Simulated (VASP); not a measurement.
Input of a VASP 6.6.1 run:

The input INCAR:

```
SYSTEM = CaSe
ALGO     = Normal         ! electronic algorithm
EDIFF    = 1E-6           ! SCF threshold, eV
ENCUT    = 520            ! plane-wave cutoff, eV
GGA      = PE             ! functional
ISIF     = 2              ! what is computed and relaxed
ISMEAR   = 0              ! smearing method
LASPH    = .True.         ! aspherical terms in the spheres
LCHARG   = .False.        ! write CHGCAR
LREAL    = .False.        ! projectors in reciprocal space
LWAVE    = .False.        ! write WAVECAR
NBANDS   = 15             ! bands
NELM     = 80             ! most SCF steps
PREC     = Accurate       ! precision mode
SIGMA    = 0.01           ! smearing width, eV
```

The input KPOINTS:

```
k-points
0
Gamma
  4 4 4
  0 0 0
```

The input POSCAR:

```
CaSe
1.0
    0.0000000000      3.2795613671      3.2795613671
    3.2795613671      0.0000000000      3.2795613671
    3.2795613671      3.2795613671      0.0000000000
Ca Se
1 1
Direct
    0.0000000000      0.0000000000      0.0000000000
    0.2500000000      0.2500000000      0.2500000000
```

Potentials or basis: VASP PAW PBE potentials, release 64 (Ca_sv, Se).

Run with:

```console
$ cat potpaw_PBE.64/Ca_sv/POTCAR potpaw_PBE.64/Se/POTCAR > POTCAR
$ mpirun -np 1 vasp_std > vasp.out
```

Question: Estimate the pressure.

Answer: 0.6 GPa.

Question: Predict the band gap on the k mesh.

Answer: 3.20 eV (least direct gap 3.30 eV).

A k mesh can miss the band edges.
